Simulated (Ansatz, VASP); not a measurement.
## Two plane-wave programs on GaMo

```
Ga Mo
1.0
     3.37843    0.00000    0.00000
     0.00000    3.37843    0.00000
     0.00000    0.00000    3.37843
Ga Mo
1 1
Direct
  0.00000 0.00000 0.00000
  0.50000 0.50000 0.50000
```

Change from the starting cell: species swapped into the MgSn type (Pm-3m, No. 221).

Alike in both runs: task relaxation of cell and atoms; functional PBE; k mesh 6 × 6 × 6; occupations gaussian, width 0.2 eV; no spin polarisation.

```csv
,VASP,Ansatz
version,VASP 6.6.1,Ansatz 0.2.0
potentials or method,"VASP PAW PBE potentials, release 64 (Ga_d, Mo_sv), cutoff 600 eV","scalar-relativistic, plane waves, PAW"
valence electrons in the cell,27,27
```

|  | VASP | Ansatz | Ansatz less VASP |
| --- | --- | --- | --- |
| gap on the k mesh at the Fermi level, each at its own relaxed structure (eV) | none | none | - |
| relaxed volume (Å³/atom) | 15.29 | 15.25 | -0.039 |
| relaxed cell length with the largest relative difference (Å) | 3.127 | 3.125 | -0.0026 |

A gap of «none» marks a metal or a gap that the smearing closes.

Noted on VASP's run: the volume moved by over 15 % at a fixed basis, so the end points are rough.
